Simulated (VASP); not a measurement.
# KBr (R-3m) in VASP: notebook, part 2 of 2

VASP 6.6.1. The steps go on from the part before.

### Step 3. Single point, HSE06 (strain along [111] +2.5%)

POSCAR

```
KBr
1.0
    0.0550374636      3.3572852783      3.3572852783
    3.3572852783      0.0550374636      3.3572852783
    3.3572852783      3.3572852783      0.0550374636
K Br
1 1
Direct
    0.0000000000      0.0000000000      0.0000000000
    0.5000000000      0.5000000000      0.5000000000
```

INCAR.step1

```
  PREC = Accurate
  ENCUT = 520
  EDIFF = 1E-5
  ISMEAR = 0
  SIGMA = 0.01
  LREAL = F
  LASPH = T
  NELM = 80
  ALGO = Normal
  ISIF = 2
  LWAVE = T
  LCHARG = F
  GGA = PE
  NBANDS = 15
```

INCAR.step2

```
  PREC = Accurate
  ENCUT = 520
  EDIFF = 1E-6
  ISMEAR = 0
  SIGMA = 0.01
  LREAL = F
  LASPH = T
  NELM = 80
  ALGO = Normal
  ISIF = 2
  LWAVE = F
  LCHARG = F
  GGA = PE
  LHFCALC = T
  HFSCREEN = 0.2079
  PRECFOCK = Normal
  ISTART = 1
  NBANDS = 15
```

KPOINTS

```
regular mesh
0
Gamma
  4 4 4
```

Potentials or basis: VASP PAW PBE potentials, release 64 (K_sv, Br).

On the command line:

```
cat potpaw_PBE.64/K_sv/POTCAR potpaw_PBE.64/Br/POTCAR > POTCAR
cp INCAR.step1 INCAR
mpirun -np 1 vasp_std > vasp.out
cp INCAR.step2 INCAR
mpirun -np 1 vasp_std > vasp.out
```

OUTCAR:

```text
PREC = Accurate
   ENCUT = 520
   EDIFF = 1E-6
   ISMEAR = 0
   LREAL = F
   LASPH = T
   NELM = 80
   ISIF = 2
   GGA = PE
   LHFCALC = T
   HFSCREEN = 0.2079
   PRECFOCK = Normal
   ISTART = 1

 ion  position               nearest neighbor table
   1  0.000  0.000  0.000-
   2  0.500  0.500  0.500-

  LATTYP: Found a trigonal (rhomboedric) cell.
 ALAT       =     4.7482373574
 COS(alpha) =     0.5163240629

  Lattice vectors:

 A1 = (   0.0550374636,   3.3572852783,   3.3572852783)
 A2 = (   3.3572852783,   0.0550374636,   3.3572852783)
 A3 = (   3.3572852783,   3.3572852783,   0.0550374636)

Analysis of symmetry for initial positions (statically):
=====================================================================
 Subroutine PRICEL returns:
 Original cell was already a primitive cell.

 Routine SETGRP: Setting up the symmetry group for a
 trigonal (rhombohedral) supercell.

 Subroutine GETGRP returns: Found 12 space group operations
 (whereof 12 operations were pure point group operations)
 out of a pool of 12 trial point group operations.

The static configuration has the point symmetry D_3d.

Analysis of symmetry for dynamics (positions and initial velocities):
=====================================================================
 Subroutine PRICEL returns:
 Original cell was already a primitive cell.

 Routine SETGRP: Setting up the symmetry group for a
 trigonal (rhombohedral) supercell.

 Subroutine GETGRP returns: Found 12 space group operations
 (whereof 12 operations were pure point group operations)
 out of a pool of 12 trial point group operations.

The dynamic configuration has the point symmetry D_3d.

 Subroutine INISYM returns: Found 12 space group operations
 (whereof 12 operations are pure point group operations),
 and found     1 'primitive' translations

[... 116 lines left out ...]
   HFSCREENC=   0.2079 screening length for correlation (either q_TF or 0.3 A-1)
   ENCUTFOCK=  -1.0 apply spherical cutoff to Coloumb kernel
   IVDW    =     0    specifies the selected vdW correction
   LEPSILON=     F    determine dielectric tensor
   LRPA    =     F    only Hartree local field effects (RPA)
 non-spin polarized calculation
 Gauss-broadening in eV      SIGMA  =   0.01
  energy-cutoff  :      520.00
  volume of cell :       73.82
 maximum number of plane-waves:      1998
  NGX = 28; NGY = 28; NGZ = 28

 number of electron      15.9999998 magnetization

 Free energy of the ion-electron system (eV)
  ---------------------------------------------------
  ext. energy  EPLUGINS =         0.00000000
  ---------------------------------------------------
  free energy    TOTEN  =        -7.17147422 eV

  energy without entropy =       -7.17147422  energy(sigma->0) =       -7.17147422

 E-fermi :  -2.6231     XC(G=0):  -6.0986

 val. band max:       -2.6941686966   @ k =   0.0000   0.0000   0.0000
 cond. band min:       2.8062093778   @ k =   0.0000   0.0000   0.0000
 fundamental gap:      5.5003780744
 Fermi energy:        -2.6231490312

 k-point     1 :       0.0000    0.0000    0.0000
  band No.  band energies     occupation
      1     -32.7420      2.00000
      2     -16.0027      2.00000
      3     -14.8644      2.00000
      4     -14.8644      2.00000
      5     -14.8618      2.00000
      6      -2.7509      2.00000
      7      -2.6942      2.00000
      8      -2.6942      2.00000
      9       2.8062      0.00000
     10       6.1088      0.00000
     11       6.3112      0.00000
     12       6.3112      0.00000
     13       7.1803      0.00000
     14       7.1803      0.00000
[... 203 lines left out ...]
      2     -16.1769      2.00000
      3     -14.8670      2.00000
      4     -14.8670      2.00000
      5     -14.6056      2.00000
      6      -3.8966      2.00000
      7      -2.9945      2.00000
      8      -2.9945      2.00000
      9       4.9798      0.00000
     10       6.6720      0.00000
     11       8.5378      0.00000
     12       8.5378      0.00000
     13       8.6593      0.00000
     14       8.6593      0.00000
     15       9.5717      0.00000

------------------------ aborting loop because EDIFF is reached ----------------------------------------

  FORCE on cell =-STRESS in cart. coord.  units (eV):
  Direction    XX          YY          ZZ          XY          YZ          ZX
  --------------------------------------------------------------------------------------
  -------------------------------------------------------------------------------------
  Total        0.0285905      0.0285905      0.0285905     -0.0429762     -0.0429762     -0.0429762
  in kB        0.6205119      0.6205119      0.6205119     -0.9327298     -0.9327298     -0.9327298
  external PRESSURE =       0.6205119 kB  Pullay stress =       0.0000000 kB

 VOLUME and BASIS-vectors are now :
 -----------------------------------------------------------------------------
  energy-cutoff  :      520.00
  volume of cell :       73.82
      direct lattice vectors                 reciprocal lattice vectors
     0.055037464  3.357285278  3.357285278    -0.152643008  0.150181024  0.150181024
     3.357285278  0.055037464  3.357285278     0.150181024 -0.152643008  0.150181024
     3.357285278  3.357285278  0.055037464     0.150181024  0.150181024 -0.152643008

 POSITION                                       TOTAL-FORCE (eV/Angst)
 -----------------------------------------------------------------------------------
      0.00000      0.00000      0.00000         0.000000      0.000000     -0.000000
      3.38480      3.38480      3.38480        -0.000000     -0.000000      0.000000
 -----------------------------------------------------------------------------------
    total drift:                                0.000000     -0.000000      0.000000

  FREE ENERGIE OF THE ION-ELECTRON SYSTEM (eV)
  ---------------------------------------------------
  free  energy   TOTEN  =        -7.1714742180 eV

  energy  without entropy=       -7.1714742180  energy(sigma->0) =       -7.17147422
```

OSZICAR.step1:

```text
N       E                     dE             d eps       ncg     rms          rms(c)
DAV:   1     0.100781098346E+03    0.10078E+03   -0.68362E+03   390   0.932E+02
DAV:   2    -0.175178230087E+00   -0.10096E+03   -0.95126E+02   516   0.231E+02
DAV:   3    -0.618240593230E+01   -0.60072E+01   -0.59816E+01   516   0.496E+01
DAV:   4    -0.639782387558E+01   -0.21542E+00   -0.21534E+00   621   0.857E+00
DAV:   5    -0.639983156235E+01   -0.20077E-02   -0.20077E-02   516   0.960E-01    0.297E+00
DAV:   6    -0.622199219855E+01    0.17784E+00   -0.22659E-01   502   0.224E+00    0.216E+00
DAV:   7    -0.620995812498E+01    0.12034E-01   -0.10981E-01   509   0.176E+00    0.100E+00
DAV:   8    -0.621928061553E+01   -0.93225E-02   -0.12059E-02   441   0.797E-01    0.118E-01
DAV:   9    -0.622006531583E+01   -0.78470E-03   -0.86129E-04   502   0.176E-01    0.783E-02
DAV:  10    -0.622037777781E+01   -0.31246E-03   -0.32885E-04   404   0.103E-01    0.138E-02
DAV:  11    -0.622039483515E+01   -0.17057E-04   -0.30511E-05   542   0.300E-02    0.552E-03
DAV:  12    -0.622039725906E+01   -0.24239E-05   -0.43509E-06   300   0.137E-02
   1 F= -.62203973E+01 E0= -.62203973E+01  d E =-.213978E-13
```

It took 30 min on 1 thread of Intel Xeon 8259CL, shared host; peak memory 0.3 GiB.

What came out:

| Quantity | Value |
| --- | --- |
| Free energy | -7.1715 eV |
| Pressure | 0.1 GPa |
| Band gap on the k mesh | 5.50 eV |

Caveat: the cell differs from its parent crystal (strain along [111] +2.5%); the PAW data sets were made with another functional, which shifts forces and pressure a little.
